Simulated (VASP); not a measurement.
Crystal: Y.

```
CELL_PARAMETERS angstrom
3.64740 0.00000 0.00000
-1.82370 3.15874 0.00000
0.00000 0.00000 5.73060
ATOMIC_POSITIONS crystal
Y 0.33333 0.66667 0.25000
Y 0.66667 0.33333 0.75000
```

```yaml
Program: VASP 6.6.1
Task: relaxation of cell and atoms
Functional: LDA
Potentials_or_basis: VASP PAW LDA potentials, release 64 (Y_sv)
Cutoff: 500 eV
k_mesh: 16 × 16 × 9
Occupations: fermi-dirac, width 0.05 eV
Spin: no spin polarisation
```

At the start: pressure -3.9 GPa; volume 33.01 Å³/atom.

Q: How do energy, volume and symmetry change on relaxing?

A: Over 8 steps the energy falls by 41.4 meV/atom and the volume is 29.84 Å³/atom (-9.6 %); space group P6_3/mmc (No. 194, to 0.1 Å) before and after.

Step by step:
| step | energy change (eV) | largest force (eV/Å) | pressure (GPa) | volume (Å³) |
| --- | --- | --- | --- | --- |
| 1 | 0.0000 | 0.0000 | -3.89 | 66.02 |
| 2 | -0.0803 | 0.0000 | 0.80 | 58.65 |
| 3 | -0.0828 | 0.0000 | 0.01 | 59.66 |
| 4 | -0.0828 | 0.0000 | -0.08 | 59.79 |
| 5 | -0.0828 | 0.0000 | -0.08 | 59.79 |
| 6 | -0.0828 | 0.0000 | -0.08 | 59.79 |
| 7 | -0.0828 | 0.0000 | -0.04 | 59.75 |
| 8 | -0.0828 | 0.0000 | 0.00 | 59.69 |

Final structure:
```
Y
1.0
     3.53613    0.00000    0.00000
    -1.76807    3.06238    0.00000
     0.00000    0.00000    5.51186
Y
2
Direct
  0.33333 0.66667 0.25000
  0.66667 0.33333 0.75000
```
